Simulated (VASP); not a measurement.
# SrO (Fm-3m) in VASP: notebook, part 2 of 2

VASP 6.6.1. Earlier steps stand in the parts before.

## 3. Single point, r2SCAN

This run uses another cell than the first one, of 17.58 Å³/atom, 1.020 times its volume.

Contents of POSCAR:

```
SrO
1.0
    0.0000000000      2.6000709780      2.6000709780
    2.6000709780      0.0000000000      2.6000709780
    2.6000709780      2.6000709780      0.0000000000
Sr O
1 1
Direct
    0.5000000000      0.5000000000      0.5000000000
    0.0000000000      0.0000000000      0.0000000000
```

Contents of INCAR.step1:

```
ALGO = Normal
EDIFF = 1E-4
ENCUT = 520
GGA = PE
ISMEAR = -1
LASPH = True
LCHARG = False
LREAL = False
LWAVE = True
NBANDS = 15
NELM = 80
PREC = Accurate
SIGMA = 0.05
```

Contents of INCAR.step2:

```
ALGO = Normal
EDIFF = 1E-7
ENCUT = 520
ISIF = 2
ISMEAR = -1
ISTART = 1
LASPH = True
LCHARG = True
LELF = True
LMIXTAU = True
LREAL = False
LVHAR = True
LWAVE = False
METAGGA = R2SCAN
NBANDS = 15
NELM = 80
PREC = Accurate
SIGMA = 0.05
```

Contents of KPOINTS:

```
k-points
0
Gamma
  9 9 9
```

Potentials or basis: VASP PAW PBE potentials, release 64 (Sr_sv, O).

Launch:

```console
cat potpaw_PBE.64/Sr_sv/POTCAR potpaw_PBE.64/O/POTCAR > POTCAR
cp INCAR.step1 INCAR
mpirun -np 1 vasp_std > vasp.out
cp INCAR.step2 INCAR
mpirun -np 1 vasp_std > vasp.out
```

OUTCAR:

```text
EDIFF = 1E-7
   ENCUT = 520
   ISIF = 2
   ISMEAR = -1
   ISTART = 1
   LASPH = True
   LREAL = False
   METAGGA = R2SCAN
   NELM = 80
   PREC = Accurate

 ion  position               nearest neighbor table
   1  0.500  0.500  0.500-   2 2.60   2 2.60   2 2.60   2 2.60   2 2.60   2 2.60
   2  0.000  0.000  0.000-   1 2.60   1 2.60   1 2.60   1 2.60   1 2.60   1 2.60

  LATTYP: Found a face centered cubic cell.
 ALAT       =     5.2001419560

  Lattice vectors:

 A1 = (   0.0000000000,   2.6000709780,   2.6000709780)
 A2 = (   2.6000709780,   0.0000000000,   2.6000709780)
 A3 = (   2.6000709780,   2.6000709780,   0.0000000000)

Analysis of symmetry for initial positions (statically):
=====================================================================
 Subroutine PRICEL returns:
 Original cell was already a primitive cell.

 Routine SETGRP: Setting up the symmetry group for a
 face centered cubic supercell.

 Subroutine GETGRP returns: Found 48 space group operations
 (whereof 48 operations were pure point group operations)
 out of a pool of 48 trial point group operations.

The static configuration has the point symmetry O_h .

Analysis of symmetry for dynamics (positions and initial velocities):
=====================================================================
 Subroutine PRICEL returns:
 Original cell was already a primitive cell.

 Routine SETGRP: Setting up the symmetry group for a
 face centered cubic supercell.

 Subroutine GETGRP returns: Found 48 space group operations
 (whereof 48 operations were pure point group operations)
 out of a pool of 48 trial point group operations.

The dynamic configuration has the point symmetry O_h .

 Subroutine INISYM returns: Found 48 space group operations
 (whereof 48 operations are pure point group operations),
 and found     1 'primitive' translations

----------------------------------------------------------------------------------------

                                     Primitive cell
[... 119 lines left out ...]
   IVDW    =     0    specifies the selected vdW correction
   LEPSILON=     F    determine dielectric tensor
   LRPA    =     F    only Hartree local field effects (RPA)
 non-spin polarized calculation
  energy-cutoff  :      520.00
  volume of cell :       35.15
 maximum number of plane-waves:       958
   NGX = 13   NGY = 13   NGZ = 13

 number of electron      16.0000000 magnetization

 Free energy of the ion-electron system (eV)
  ---------------------------------------------------
  ext. energy  EPLUGINS =         0.00000000
  ---------------------------------------------------
  free energy    TOTEN  =       -27.05354174 eV

  energy without entropy =      -27.05354174  energy(sigma->0) =      -27.05354174

 E-fermi :   2.1798     XC(G=0): -10.4134

 val. band max:        1.1884303903   @ k =   0.0000   0.0000   0.0000
 cond. band min:       5.0035654907   @ k =   0.4444   0.4444   0.0000
 fundamental gap:      3.8151351004
 Fermi energy:         2.1798220773

 k-point     1 :       0.0000    0.0000    0.0000
  band No.  band energies     occupation
      1     -32.4084      2.00000
      2     -14.7980      2.00000
      3     -13.4645      2.00000
      4     -13.4645      2.00000
      5     -13.4645      2.00000
      6       1.1884      2.00000
      7       1.1884      2.00000
      8       1.1884      2.00000
      9       5.5995      0.00000
     10       7.8874      0.00000
     11       7.8874      0.00000
     12       7.8874      0.00000
     13      10.1328      0.00000
     14      10.1328      0.00000
[... 401 lines left out ...]
      2     -14.9457      2.00000
      3     -14.0882      2.00000
      4     -13.7779      2.00000
      5     -13.7779      2.00000
      6       0.6062      2.00000
      7       1.0745      2.00000
      8       1.0745      2.00000
      9       5.0036      0.00000
     10       9.3304      0.00000
     11      11.8145      0.00000
     12      11.9953      0.00000
     13      12.4601      0.00000
     14      12.4601      0.00000
     15      15.9070      0.00000

 [... further k-points ...]

------------------------ aborting loop because EDIFF is reached ----------------------------------------

  FORCE on cell =-STRESS in cart. coord.  units (eV):
  Direction    XX          YY          ZZ          XY          YZ          ZX
  --------------------------------------------------------------------------------------
  -------------------------------------------------------------------------------------
  Total       -0.3518793     -0.3518793     -0.3518793      0.0000000      0.0000000      0.0000000
  in kB      -16.0368380    -16.0368380    -16.0368380      0.0000000      0.0000000      0.0000000
  external PRESSURE =     -16.0368380 kB  Pullay stress =       0.0000000 kB

 VOLUME and BASIS-vectors are now :
 -----------------------------------------------------------------------------
  energy-cutoff  :      520.00
  volume of cell :       35.15
      direct lattice vectors                 reciprocal lattice vectors
     0.000000000  2.600070978  2.600070978    -0.192302443  0.192302443  0.192302443
     2.600070978  0.000000000  2.600070978     0.192302443 -0.192302443  0.192302443
     2.600070978  2.600070978  0.000000000     0.192302443  0.192302443 -0.192302443

 POSITION                                       TOTAL-FORCE (eV/Angst)
 -----------------------------------------------------------------------------------
      2.60007      2.60007      2.60007         0.000000     -0.000000     -0.000000
      0.00000      0.00000      0.00000         0.000000      0.000000      0.000000
 -----------------------------------------------------------------------------------
    total drift:                                0.000000      0.000000      0.000000

  FREE ENERGIE OF THE ION-ELECTRON SYSTEM (eV)
  ---------------------------------------------------
  free  energy   TOTEN  =       -27.0535417407 eV

  energy  without entropy=      -27.0535417406  energy(sigma->0) =      -27.05354174
```

Wall time 65 s (1 thread of Intel Xeon Platinum 8375C at 2.90GHz (Ice Lake), shared host); peak memory 0.17 GiB.

Results:

```
Free energy            : -27.0535 eV
Pressure               : -1.6 GPa
Band gap on the k mesh : 3.82 eV, indirect (least direct gap 3.93 eV)
```

Caveat: the PAW data sets were made with another functional, which shifts forces and pressure a little. A k mesh can miss the band edges.

## 4. Single point, r2SCAN

This run uses another cell than the first one, of 17.92 Å³/atom, 1.039 times its volume.

Contents of POSCAR:

```
SrO
1.0
    0.0000000000      2.6166323862      2.6166323862
    2.6166323862      0.0000000000      2.6166323862
    2.6166323862      2.6166323862      0.0000000000
Sr O
1 1
Direct
    0.5000000000      0.5000000000      0.5000000000
    0.0000000000      0.0000000000      0.0000000000
```

Contents of INCAR.step1:

```
PREC = Accurate
ENCUT = 520
ISMEAR = -1
SIGMA = 0.05
LREAL = False
LASPH = True
NELM = 100
NBANDS = 15
GGA = PE
ALGO = Normal
EDIFF = 1E-4
LWAVE = True
LCHARG = False
```

Contents of INCAR.step2:

```
PREC = Accurate
ENCUT = 520
EDIFF = 1E-6
ISMEAR = -1
SIGMA = 0.05
LREAL = False
LASPH = True
NELM = 100
ALGO = Normal
ISIF = 2
LWAVE = False
LCHARG = False
METAGGA = R2SCAN
LMIXTAU = True
NBANDS = 15
ISTART = 1
```

Contents of KPOINTS:

```
regular mesh
0
Gamma
  9 9 9
```

Launch:

```console
cat potpaw_PBE.64/Sr_sv/POTCAR potpaw_PBE.64/O/POTCAR > POTCAR
cp INCAR.step1 INCAR
mpirun -np 1 vasp_std > vasp.out
cp INCAR.step2 INCAR
mpirun -np 1 vasp_std > vasp.out
```

It took 61 s on 1 thread of Intel Xeon Platinum 8375C at 2.90GHz (Ice Lake), shared host; peak memory 0.17 GiB.

Results (log left out):

* Free energy: -27.0439 eV
* Pressure: -3.2 GPa
* Band gap on the k mesh: 3.82 eV, indirect (least direct gap 3.94 eV)

Levels at points of the mesh, in eV from the valence-band top:
```csv
k point,band 4,band 5,band 6,band 7,band 8,band 9,band 10,band 11,band 12,band 13
"(0.00, 0.00, 0.00)",-14.74,-14.74,0.00,0.00,0.00,4.28,6.65,6.65,6.65,8.86
```

Caveat: the PAW data sets were made with another functional, which shifts forces and pressure a little.

## 5. The runs side by side

| cell | gap on the mesh (eV) | pressure (GPa) |
| --- | --- | --- |
| a = 3.653 Å, angles 60.0°, 2 atoms | 3.81 | 0.1 |
| a = 3.677 Å, angles 60.0°, 2 atoms | 3.82 | -1.6 |
| a = 3.700 Å, angles 60.0°, 2 atoms | 3.82 | -3.2 |

Alike in all rows: task single point; level r2SCAN; potentials or basis VASP PAW PBE potentials, release 64 (Sr_sv, O); no spin polarisation; k mesh 9 × 9 × 9; cutoff (eV) 520; smearing fermi-dirac 0.05 eV.

Caveats: the PAW data sets were made with another functional, which shifts forces and pressure a little.

Total energies depend on the potentials used, so only differences within one code and one set of settings carry meaning.
